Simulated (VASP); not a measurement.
Au3C: single point with PBE

Slab: Au3C, a slab with vacuum.

```xyz
4
Lattice="2.9402 0.0000 0.0000 -1.4701 2.5463 0.0000 0.0000 0.0000 21.8975" Properties=species:S:1:pos:R:3 pbc="T T T"
Au    1.4701    0.8488    4.0000
Au    0.0000    1.6975    6.4492
Au    0.0000    0.0000    8.8975
C     2.4502   -1.4146   10.0875
```

- Program: VASP 6.6.1
- Task: single point
- Functional: PBE
- Potentials or basis: VASP PAW PBE potentials, release 64 (Au, C)
- Cutoff: 520 eV
- k mesh: 9 × 9 × 1
- Occupations: gaussian, width 0.1 eV
- Spin: no spin polarisation

```
Largest force : 2.613 eV/Å
```

Forces on the atoms (eV/Å):
```
Au   0.006 -0.003  0.083
Au   0.076 -0.044 -0.099
Au  -1.124  0.649 -2.268
C    1.042 -0.601  2.284
```

Levels at points of the mesh, in eV from the Fermi level:
```
           k point  band 15  band 16  band 17  band 18  band 19  band 20  band 21  band 22  band 23  band 24
(0.00, 0.00, 0.00)    -2.68    -2.67    -1.91    -1.90    -0.80     0.68     1.77     3.88     4.82     5.78
```

Run time: 7.4 min on 1 thread of Intel(R) Xeon(R) Platinum 8259CL CPU @ 2.50GHz (Skylake/Cascade Lake) (shared host), peak memory 0.34 GiB.

Caveat: spin-orbit coupling is left out, which moves the levels of the heavy elements.
